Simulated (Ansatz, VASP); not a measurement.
# In in VASP and in Ansatz

```
CELL_PARAMETERS angstrom
0.00000 2.39615 -2.39615
-2.39615 0.00000 2.39615
4.79229 4.79229 4.79229
ATOMIC_POSITIONS crystal
In 0.00000 0.00000 0.00000
In 0.33333 0.66667 0.33333
In 0.66667 0.33333 0.66667
```

Alike in both runs: task single point; functional PBE; k mesh 14 × 14 × 5; occupations fermi-dirac, width 0.08 eV; no spin polarisation.

|  | VASP | Ansatz |
| --- | --- | --- |
| version | VASP 6.6.1 | Ansatz 0.2.0 |
| potentials or method | VASP PAW PBE potentials, release 64 (In_d), cutoff 520 eV | all-electron LAPW, scalar-relativistic |

VASP gave:

* pressure (GPa): -0.1

Which values does Ansatz return?

Pressure (GPa): 0.0.

Ansatz ran all-electron here, and VASP with PAW potentials.
